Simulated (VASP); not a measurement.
Write the native input for VASP 6.6.1 that does the following.

| Property | Result |
| --- | --- |
| Task | relaxation of cell and atoms |
| Functional | PBE |
| Dispersion | D3(BJ) |
| Potentials or basis | VASP PAW PBE potentials, release 64 (Si, Mo_sv) |
| Cutoff | 600 eV |
| k mesh | 18 × 18 × 18 |
| Occupations | gaussian, width 0.1 eV |
| Spin | no spin polarisation |
| Dipole correction | no |
| Further INCAR settings | ALGO = Normal; EDIFF = 1e-07; IBRION = 2; EDIFFG = -0.002; NSW = 100; ISIF = 3 |

The structure of Si2Mo (d3) lies in POSCAR:

```
Si2Mo
1.0
   -1.6000000000      1.6000000000      3.9305000000
    1.6000000000     -1.6000000000      3.9305000000
    1.6000000000      1.6000000000     -3.9305000000
Si Mo
2 1
Direct
    0.3330000000      0.3330000000      0.0000000000
    0.6670000000      0.6670000000      0.0000000000
    0.0000000000      0.0000000000      0.0000000000
```

The input as run:

INCAR

```
SYSTEM = Si2Mo
  ALGO = Normal
  EDIFF = 1E-7
  EDIFFG = -0.002
  ENCUT = 600
  GGA = PE
  IBRION = 2
  ISIF = 3
  ISMEAR = 0
  IVDW = 12
  LASPH = .TRUE.
  LCHARG = .FALSE.
  LREAL = .FALSE.
  LWAVE = .FALSE.
  NELM = 100
  NSW = 100
  PREC = Accurate
  SIGMA = 0.1
```

KPOINTS

```
k-points
0
G
  18 18 18
  0 0 0
```

Potentials or basis: VASP PAW PBE potentials, release 64 (Si, Mo_sv).

Launch:

```bash
$ cat potpaw_PBE.64/Si/POTCAR potpaw_PBE.64/Mo_sv/POTCAR > POTCAR
$ mpirun -np 1 vasp_std > vasp.out
```

Results of the run:

- Relaxed volume: 13.14 Å³/atom
- Relaxed cell: a = 4.500 Å, b = 4.500 Å, c = 4.500 Å, α = 138.63°, β = 138.63°, γ = 59.94°
- Space group after relaxing (to 0.05 Å): I4/mmm (No. 139)
- Energy gained by relaxing: 5.5 meV/atom
- Ionic steps: 11
- Pressure after relaxing: 0.0 GPa
- Band gap on the k mesh: zero (band 11 reaches 13.07 eV, above the bottom of band 12 at 12.09 eV)
- Dispersion energy per atom: -0.589 eV

Caveat: pairwise dispersion overbinds metals, which lowers pressure and volume.

It took 32 min on 1 thread of Intel(R) Xeon(R) Platinum 8259CL CPU @ 2.50GHz (Skylake/Cascade Lake), with other jobs on the host, peak memory 0.52 GiB.
